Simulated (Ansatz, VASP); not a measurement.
# GaSb: VASP beside Ansatz

Contents of INCAR:

```
SYSTEM = GaSb
ALGO = Normal
EDIFF = 1E-6
EDIFFG = -0.005
ENCUT = 600
IBRION = 2
ISIF = 3
ISMEAR = 0
LASPH = .TRUE.
LCHARG = .FALSE.
LREAL = .FALSE.
LWAVE = .FALSE.
NELM = 100
NSW = 70
PREC = Accurate
SIGMA = 0.1
```

File KPOINTS:

```
k-points
0
G
  10 10 10
  0 0 0
```

The input POSCAR:

```
GaSb
1.0
    0.0000000000      3.0590000000      3.0590000000
    3.0590000000      0.0000000000      3.0590000000
    3.0590000000      3.0590000000      0.0000000000
Ga Sb
1 1
Direct
    0.0000000000      0.0000000000      0.0000000000
    0.2500000000      0.2500000000      0.2500000000
```

Input for Ansatz:

```yaml
crystal:
  lattice:
    - [0.0, 3.059, 3.059]
    - [3.059, 0.0, 3.059]
    - [3.059, 3.059, 0.0]
  atoms:
    - { symbol: Ga, position: [0.0, 0.0, 0.0] }
    - { symbol: Sb, position: [0.25, 0.25, 0.25] }
basis:
  ecutwfc: 420
kpoints:
  mp_grid: { grid: [10, 10, 10] }
scf:
  occupations: { method: gaussian, width: 0.1 }
  n_extra_bands: 4
hamiltonian:
  xc: lda
  pseudopotentials: { kind: paw, azcp: { folder: soft_1 } }
output:
  eigenvalues: true
  forces: true
  stress: true
relax:
  f_tol: 0.005
  max_steps: 50
  cell: {}
```

Alike in both runs: task relaxation of cell and atoms; functional LDA; k mesh 10 × 10 × 10; occupations gaussian, width 0.1 eV; no spin polarisation.

|  | VASP | Ansatz |
| --- | --- | --- |
| version | VASP 6.6.1 | Ansatz 0.2.0 |
| potentials or method | VASP PAW LDA potentials, release 64 (Ga_d, Sb), cutoff 600 eV | plane-wave PAW, scalar-relativistic |
| valence electrons in the cell | 18 | 28 |

```csv
,VASP,Ansatz,Ansatz less VASP
relaxed volume (Å³/atom),27.76,27.68,-0.075
relaxed cell length with the largest relative difference (Å),4.282,4.278,-0.0039
```

Ansatz warns that its potentials were made for another functional, while VASP's fit it. LDA's correlation is that of Perdew and Zunger in VASP and of Perdew and Wang (1992) in Ansatz. VASP's potentials hold 18 valence electrons a cell and Ansatz's 28, so a difference there can come from the potentials and not from the codes.

Spin-orbit coupling is off throughout.
